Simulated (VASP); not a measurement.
TaN, 2 atoms in the cell. It takes space group I4/mmm (No. 139, tetragonal). The conventional cell has a = 3.140 Å, b = 3.140 Å, c = 4.376 Å, α = 90.00°, β = 90.00°, γ = 90.00°. Ta (site symmetry 4/mmm) has 6 N at 2.19 to 2.22 Å within 2.9 Å. Within 2.9 Å of N (site symmetry 4/mmm) lie 6 Ta at 2.19 to 2.22 Å.  This cell differs from its parent crystal: strain +0.015 along x and y, +0.000 along z.

* Program: VASP 6.6.1
* Task: single point
* Functional: PBEsol
* Potentials or basis: VASP PAW PBE potentials, release 64 (Ta_pv, N)
* Cutoff: 520 eV
* k mesh: 24 × 24 × 24
* Occupations: gaussian, width 0.15 eV
* Spin: no spin polarisation
* Dipole correction: no
* Further INCAR settings: ALGO = Normal; EDIFF = 1e-06; NBANDS = 15

Potentials or basis: VASP PAW PBE potentials, release 64 (Ta_pv, N).

Launch:

```bash
$ cat potpaw_PBE.64/Ta_pv/POTCAR potpaw_PBE.64/N/POTCAR > POTCAR
$ mpirun -np 1 vasp_std > vasp.out
```

Hardware: 1 thread of Intel(R) Xeon(R) 6975P-C (Granite Rapids), on a shared host.

**Question.** How long does it take, and how much memory?

**Answer.** It took 89 s on 1 thread of Intel(R) Xeon(R) 6975P-C (Granite Rapids), on a shared host, peak memory 0.43 GiB. Counts: scf iterations 12, k points 1063.
